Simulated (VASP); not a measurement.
# Al16HRu16 (a cell with a defect) in VASP: single point with PBE

Aim: the single point of Al16HRu16 (a cell with a defect) with PBE.

Everything below comes from runs of VASP 6.6.1. Logs are shortened: lines on timing, memory, paths and dates and some standing lists are left out, and cuts for length are marked.

## (1) The cell of the first run

The cell holds a defect, 33 atoms: a = 8.495 Å, b = 8.495 Å, c = 8.495 Å, α = 60.00°, β = 60.00°, γ = 60.00°.

## (2) Single point, PBE

The input, INCAR:

```
SYSTEM = Al16HRu16
PREC = Accurate
ENCUT = 520
EDIFF = 1E-6
ISMEAR = 1
SIGMA = 0.1
LREAL = Auto
LASPH = .True.
NELM = 60
ALGO = Normal
ISIF = 2
LWAVE = .False.
LCHARG = .False.
GGA = PE
NBANDS = 158
```

The input, KPOINTS:

```
Automatic mesh
0
Gamma
  2 2 2
  0 0 0
```

The input, POSCAR:

```
Al16HRu16
1.0
    0.0000000000      6.0068828200      6.0068828200
    6.0068828200      0.0000000000      6.0068828200
    6.0068828200      6.0068828200      0.0000000000
Al Ru H
16 16 1
Direct
    0.0033036200      0.0005207500     -0.0019855000
    0.2498580700      0.2470084900      0.2509902500
    0.0031738700      0.0003232800      0.4976742800
    0.2496629900      0.2468793600      0.7516554700
    0.0013232400      0.4988727300     -0.0001505400
    0.2516749300      0.7485045400      0.2498608500
    0.0019035500      0.4987858200      0.4996781000
    0.2510844100      0.7485924700      0.7501902900
    0.5016780100     -0.0014937800     -0.0001404400
    0.7513098100      0.2488577200      0.2498627300
    0.5015906100     -0.0009052800      0.4996836800
    0.7513975800      0.2482749900      0.7501891200
    0.5019454400      0.4991616100     -0.0004119300
    0.7674722200      0.7646209300      0.2292862000
    0.4855635700      0.4827116800      0.5111927300
    0.7510217000      0.7482366200      0.7505130800
    0.1265102300      0.1236726000      0.1252301300
    0.3749432800      0.3721338000      0.3732572000
    0.1265133800      0.1236691400      0.6244918600
    0.3754893800      0.3726667800      0.8770582200
    0.1292416300      0.6227531400      0.1239366500
    0.3800705400      0.8701085500      0.3747356000
    0.1237469500      0.6246345800      0.6257439200
    0.3771032500      0.8730798600      0.8749017800
    0.6255477400      0.1264362600      0.1239428700
    0.8730017100      0.3771764400      0.3747147400
    0.6274297800      0.1209399500      0.6257490600
    0.8758754700      0.3743076200      0.8749063300
    0.6265125600      0.6236682300      0.1268177900
    0.8775154200      0.8746924900      0.3750315000
    0.6264917300      0.6236862700      0.6248293600
    0.8780491600      0.8752391900      0.8701520900
    0.6264788300      0.6237047000      0.4211213400
```

Potentials or basis: VASP PAW PBE potentials, release 64 (Al, Ru_pv, H).

Run with:

```bash
$ cat potpaw_PBE.64/Al/POTCAR potpaw_PBE.64/Ru_pv/POTCAR potpaw_PBE.64/H/POTCAR > POTCAR
$ mpirun -np 1 vasp_std > vasp.out
```

OUTCAR:

```text
SYSTEM = Al16HRu16
   PREC = Accurate
   ENCUT = 520
   EDIFF = 1E-6
   ISMEAR = 1
   LREAL = Auto
   LASPH = .True.
   NELM = 60
   ISIF = 2
   GGA = PE

 ion  position               nearest neighbor table
   1  0.003  0.001  0.998-  19 2.59  17 2.59  28 2.59  24 2.59  30 2.62  25 2.62  21 2.62  32 2.62
                            14 2.83   4 2.96  12 3.00   8 3.00  10 3.00   6 3.00
   2  0.250  0.247  0.251-  17 2.58  18 2.58  19 2.59  20 2.59  25 2.61  21 2.61  26 2.61  22 2.61
                             3 2.96   9 3.00   5 3.00  11 3.01   7 3.01  13 3.03
   3  0.003  0.000  0.498-  17 2.58  32 2.58  19 2.59  30 2.59  23 2.61  27 2.61  26 2.61  22 2.61
                             2 2.96   6 3.00  10 3.00   8 3.01  12 3.01  16 3.03
   4  0.250  0.247  0.752-  19 2.59  17 2.59  28 2.59  24 2.59  20 2.62  23 2.62  27 2.62  18 2.62
                            15 2.83   1 2.96   7 3.00  11 3.00   5 3.00   9 3.00
   5  0.001  0.499  1.000-  23 2.59  20 2.60  29 2.60  26 2.60  28 2.60  17 2.60  21 2.61  32 2.61
                            14 2.98   8 3.00  16 3.00   2 3.00  10 3.00   4 3.00
   6  0.252  0.749  0.250-  21 2.59  30 2.60  29 2.60  22 2.60  24 2.60  17 2.60  23 2.61  18 2.61
                            15 2.98   7 3.00  13 3.00   3 3.00   9 3.00   1 3.00
   7  0.002  0.499  0.500-  18 2.59  23 2.59  19 2.60  28 2.60  31 2.60  26 2.60  21 2.61  30 2.61
                             6 3.00   4 3.00  16 3.01   2 3.01  12 3.01  14 3.04
   8  0.251  0.749  0.750-  32 2.59  21 2.59  19 2.60  24 2.60  31 2.60  22 2.60  23 2.61  20 2.61
                             5 3.00   1 3.00  13 3.01   3 3.01  11 3.01  15 3.04
   9  0.502  0.999  1.000-  27 2.59  20 2.60  29 2.60  22 2.60  24 2.60  17 2.60  25 2.61  32 2.61
[... 29 lines left out ...]
  24  0.377  0.873  0.875-   4 2.59   1 2.59  13 2.59  16 2.59   9 2.60   6 2.60   8 2.60  11 2.60
                            27 2.99  21 2.99  31 3.00  17 3.01  19 3.01  29 3.01
  25  0.626  0.126  0.124-  14 2.51  13 2.59  12 2.59  10 2.59   2 2.61  11 2.61   9 2.61   1 2.62
                            18 2.97  20 2.99  28 2.99  22 3.01  30 3.02  32 3.03
  26  0.873  0.377  0.375-  10 2.60   5 2.60  12 2.60   7 2.60   3 2.61   2 2.61  15 2.69  14 2.69
                            29 2.97  31 2.98  27 3.01  21 3.01  17 3.02  19 3.02
  27  0.627  0.121  0.626-  15 2.51  16 2.59  11 2.59   9 2.59  12 2.61   3 2.61  10 2.61   4 2.62
                            32 2.97  30 2.99  24 2.99  26 3.01  20 3.02  18 3.03
  28  0.876  0.374  0.875-   1 2.59   4 2.59  16 2.59  13 2.59   5 2.60  10 2.60  12 2.60   7 2.60
                            23 2.99  25 2.99  31 3.00  17 3.01  19 3.01  29 3.01
  29  0.627  0.624  0.127-  10 2.60   5 2.60   6 2.60   9 2.60  13 2.61  16 2.61  15 2.67  14 2.67
                            22 2.97  26 2.97  28 3.01  24 3.01  18 3.02  32 3.02
  30  0.878  0.875  0.375-  14 2.54   3 2.59   6 2.60  10 2.60  16 2.60   7 2.61  11 2.61   1 2.62
                            23 2.99  27 2.99  17 2.99  31 3.02  21 3.02  25 3.02
  31  0.626  0.624  0.625-  33 1.73  13 2.60  16 2.60   8 2.60  11 2.60  12 2.60   7 2.60  15 2.75
                            14 2.75  22 2.98  26 2.98  28 3.00  24 3.00  20 3.02  30 3.02
  32  0.878  0.875  0.870-  14 2.49   3 2.58   8 2.59  12 2.59  16 2.59   5 2.61   9 2.61   1 2.62
                            23 2.97  27 2.97  19 2.98  29 3.02  21 3.03  25 3.03
  33  0.626  0.624  0.421-  31 1.73  15 1.75  14 1.75

  LATTYP: Found a face centered cubic cell.
 ALAT       =    12.0137656400

  Lattice vectors:

 A1 = (   0.0000000000,   6.0068828200,   6.0068828200)
 A2 = (   6.0068828200,   0.0000000000,   6.0068828200)
 A3 = (   6.0068828200,   6.0068828200,   0.0000000000)

Analysis of symmetry for initial positions (statically):
=====================================================================
 Subroutine PRICEL returns:
 Original cell was already a primitive cell.

 Routine SETGRP: Setting up the symmetry group for a
 face centered cubic supercell.

 Subroutine GETGRP returns: Found  2 space group operations
 (whereof  1 operations were pure point group operations)
 out of a pool of 48 trial point group operations.

The static configuration has the point symmetry C_1 .
 The point group associated with its full space group is C_1h.

Analysis of symmetry for dynamics (positions and initial velocities):
=====================================================================
 Subroutine PRICEL returns:
 Original cell was already a primitive cell.

 Routine SETGRP: Setting up the symmetry group for a
 face centered cubic supercell.

 Subroutine GETGRP returns: Found  2 space group operations
 (whereof  1 operations were pure point group operations)
 out of a pool of 48 trial point group operations.

The dynamic configuration has the point symmetry C_1 .
 The point group associated with its full space group is C_1h.

 Subroutine INISYM returns: Found  2 space group operations
 (whereof  1 operations are pure point group operations),
 and found     1 'primitive' translations

----------------------------------------------------------------------------------------
[... 101 lines left out ...]

  Shift w.r.t. Gamma in fractional coordinates (k-lattice)
     0.000000000  0.000000000  0.000000000

 Subroutine IBZKPT returns following result:
 ===========================================

 Found      6 irreducible k-points:

 Following reciprocal coordinates:
            Coordinates               Weight
  0.000000  0.000000  0.000000      1.000000
  0.500000  0.000000  0.000000      2.000000
  0.000000  0.000000  0.500000      2.000000
  0.500000  0.500000  0.000000      1.000000
  0.000000  0.500000  0.500000      1.000000
  0.500000  0.000000  0.500000      1.000000
   k-points           NKPTS =      6   k-points in BZ     NKDIM =      6   number of bands    NBANDS=    158
   number of dos      NEDOS =    301   number of ions     NIONS =     33
   total plane-waves  NPLWV = 262144
   dimension x,y,z NGX =    64 NGY =   64 NGZ =   64
   dimension x,y,z NGXF=   128 NGYF=  128 NGZF=  128
   ions per type =              16  16   1
   NGX,Y,Z   is equivalent  to a cutoff of  12.52, 12.52, 12.52 a.u.
   NGXF,Y,Z  is equivalent  to a cutoff of  25.05, 25.05, 25.05 a.u.
 SYSTEM =  Al16HRu16
   PREC   = accura    normal or accurate (medium, high low for compatibility)
   ISTART =      0    job   : 0-new  1-cont  2-samecut
   ICHARG =      2    charge: 1-file 2-atom 10-const
   ISPIN  =      1    spin polarized calculation?
   LNONCOLLINEAR =      F non collinear calculations
   LSORBIT =      F    spin-orbit coupling
   LASPH  =      T    aspherical Exc in radial PAW
   ENCUT  =  520.0 eV  38.22 Ry    6.18 a.u.  15.80 15.80 15.80*2*pi/ulx,y,z
   NELM   =     60;   NELMIN=  2; NELMDL= -5     # of ELM steps
   EDIFF  = 0.1E-05   stopping-criterion for ELM
   LREAL  =      T    real-space projection
   EDIFFG = 0.1E-04   stopping-criterion for IOM
   NSW    =      0    number of steps for IOM
   IBRION =     -1    ionic relax: 0-MD 1-quasi-New 2-CG
   NFREE  =      0    steps in history (QN), initial steepest desc. (CG)
   ISIF   =      2    stress and relaxation
   ISYM   =      2    0-nonsym 1-usesym 2-fastsym
   POTIM  = 0.5000    time-step for ionic-motion
   TEBEG  =    0.0;   TEEND  =   0.0 temperature during run
   PSTRESS=    0.0 pullay stress
   NELECT =     273.0000    total number of electrons
   NUPDOWN=      -1.0000    fix difference up-down
   EMIN   =  10.00;   EMAX   =-10.00  energy-range for DOS
   EFERMI =   0.00;   METHOD = LEGACY
   ISMEAR =     1;   SIGMA  =   0.10  broadening in eV -4-tet -1-fermi 0-gaus
   EFERMI_NEDOS =   21; number of points for ismear=-14 and -15
   IALGO  =     38    algorithm
   IMIX   =      4    mixing-type and parameters
     AMIX     =   0.40;   BMIX     =  1.00
     AMIX_MAG =   1.60;   BMIX_MAG =  1.00
  volume/ion in A,a.u.               =      13.14        88.65
  Fermi-wavevector in a.u.,A,eV,Ry     =   1.403255  2.651767 26.791561  1.969124
  Thomas-Fermi vector in A             =   2.525935
   LORBIT       =      0    0 simple, 1 ext, 2 COOP (PROOUT), +10 PAW based schemes
   GGA     = PE    functional components
   LHFCALC =     F    Hartree Fock is set to
   AEXX    =    0.0000 exact exchange contribution
   IVDW    =     0    specifies the selected vdW correction
   LEPSILON=     F    determine dielectric tensor
   LRPA    =     F    only Hartree local field effects (RPA)
 non-spin polarized calculation
 Methfessel and Paxton  Order N= 1 SIGMA  =   0.10
  energy-cutoff  :      520.00
  volume of cell :      433.49
 maximum number of plane-waves:     11708
 NGX is ok and might be reduce to    64
   NGX = 31   NGY = 31   NGZ = 31

 number of electron     273.0000039 magnetization

 Free energy of the ion-electron system (eV)
  ---------------------------------------------------
  ext. energy  EPLUGINS =         0.00000000
  ---------------------------------------------------
  free energy    TOTEN  =      -231.57087129 eV

  energy without entropy =     -231.54627999  energy(sigma->0) =     -231.56267419

 E-fermi :  10.6915     XC(G=0): -12.5241

 val. band max:       10.4232247506   @ k =   0.0000   0.0000   0.5000
 cond. band min:      10.7057217055   @ k =   0.5000   0.0000   0.0000
 fundamental gap:      0.2824969549
 Fermi energy:        10.6915172874

 k-point     1 :       0.0000    0.0000    0.0000
  band No.  band energies     occupation
      1     -31.5289      2.00000
      2     -31.3807      2.00000
      3     -31.3462      2.00000
      4     -31.3220      2.00000
      5     -31.3105      2.00000
      6     -31.3078      2.00000
[... 895 lines left out ...]
    147      12.6767     -0.00000
    148      12.6889     -0.00000
 [bands above 148 left out]

------------------------ aborting loop because EDIFF is reached ----------------------------------------

  FORCE on cell =-STRESS in cart. coord.  units (eV):
  Direction    XX          YY          ZZ          XY          YZ          ZX
  --------------------------------------------------------------------------------------
  -------------------------------------------------------------------------------------
  Total        0.8817748      0.8787727      6.4703858      0.9002616      0.0000000      0.0000000
  in kB        3.2590483      3.2479525     23.9146088      3.3273758      0.0000000      0.0000000
  external PRESSURE =      10.1405365 kB  Pullay stress =       0.0000000 kB

 VOLUME and BASIS-vectors are now :
 -----------------------------------------------------------------------------
  energy-cutoff  :      520.00
  volume of cell :      433.49
      direct lattice vectors                 reciprocal lattice vectors
     0.000000000  6.006882820  6.006882820    -0.083237848  0.083237848  0.083237848
     6.006882820  0.000000000  6.006882820     0.083237848 -0.083237848  0.083237848
     6.006882820  6.006882820  0.000000000     0.083237848  0.083237848 -0.083237848

 POSITION                                       TOTAL-FORCE (eV/Angst)
 -----------------------------------------------------------------------------------
      5.99808      6.01480      0.02297        -0.010617     -0.008369     -0.092609
      2.99142      3.00854      2.98462        -0.017626     -0.018722     -0.030946
      2.99141      3.00854      0.02101        -0.017626     -0.018722      0.030946
      5.99808      6.01480      2.98267        -0.010617     -0.008369      0.092609
      9.00265      6.01393      3.00462         0.013578      0.004646      0.011362
      5.99706      3.01267      6.00796         0.004368      0.013630     -0.011410
[... 25 lines left out ...]
     10.48436     10.50124     10.53180        -0.072004     -0.072029      0.057504
      6.27615      6.29281      7.50971         0.208019      0.207549      0.000000
 -----------------------------------------------------------------------------------
    total drift:                                0.018197     -0.014611      0.184450

  FREE ENERGIE OF THE ION-ELECTRON SYSTEM (eV)
  ---------------------------------------------------
  free  energy   TOTEN  =      -231.5708712894 eV

  energy  without entropy=     -231.5462799894  energy(sigma->0) =     -231.56267419
```

Run time: 24 min. Hardware: 1 thread of Oxide Virtual Turin-like, shared host; peak memory 0.69 GiB.

Results:

| Quantity | Value |
| --- | --- |
| Free energy | -231.5709 eV |
| Pressure | 1.0 GPa |
| Largest force | 0.302 eV/Å |
| Band gap on the k mesh | zero (an odd number of electrons rules out a gap without spin polarisation) |

Forces on the atoms (eV/Å):
```
Al  -0.011 -0.008 -0.093
Al  -0.018 -0.019 -0.031
Al  -0.018 -0.019  0.031
Al  -0.011 -0.008  0.093
Al   0.014  0.005  0.011
Al   0.004  0.014 -0.011
Al  -0.005 -0.016  0.020
Al  -0.015 -0.006 -0.022
Al   0.004  0.014  0.011
Al   0.014  0.005 -0.011
Al  -0.015 -0.006  0.022
Al  -0.005 -0.016 -0.020
Al   0.044  0.043  0.003
Al  -0.005 -0.004  0.161
Al  -0.005 -0.004 -0.161
Al   0.044  0.043 -0.003
Ru   0.041  0.038  0.000
Ru  -0.072 -0.072 -0.058
Ru   0.036  0.032  0.000
Ru   0.047  0.047 -0.022
Ru  -0.070  0.056  0.041
Ru  -0.188  0.203  0.000
Ru   0.052 -0.066 -0.040
Ru  -0.048 -0.023  0.000
Ru   0.052 -0.066  0.040
Ru   0.202 -0.186  0.000
Ru  -0.070  0.056 -0.041
Ru  -0.022 -0.050  0.000
Ru   0.052  0.049  0.000
Ru   0.047  0.047  0.022
Ru  -0.213 -0.214  0.000
Ru  -0.072 -0.072  0.058
H    0.208  0.208  0.000
```

Stress tensor (GPa, compression positive):
```
0.33 0.33 0.00
0.33 0.32 0.00
0.00 0.00 2.39
```

Levels at points of the mesh, in eV from the Fermi level:
```tsv
k point	band 131	band 132	band 133	band 134	band 135	band 136	band 137	band 138
(0.00, 0.00, 0.00)	-1.23	-1.22	-1.20	-1.20	-1.19	0.08	0.11	0.11
(0.50, 0.00, 0.00)	-0.48	-0.48	-0.32	-0.32	-0.30	-0.29	-0.28	-0.27
(0.00, 0.00, 0.50)	-0.48	-0.47	-0.35	-0.33	-0.30	-0.29	-0.28	-0.27
(0.50, 0.50, 0.00)	-0.53	-0.51	-0.51	-0.50	0.19	0.21	0.61	0.64
(0.00, 0.50, 0.50)	-0.57	-0.53	-0.53	-0.52	0.22	0.23	0.38	0.52
(0.50, 0.00, 0.50)	-0.57	-0.53	-0.53	-0.52	0.22	0.23	0.38	0.52
```

Caveat: the k points lie up to 0.45 Å⁻¹ apart, too coarse for converged energies and pressures of a metal.

The gap in the log of VASP goes by the Fermi energy; the results here count the filled bands.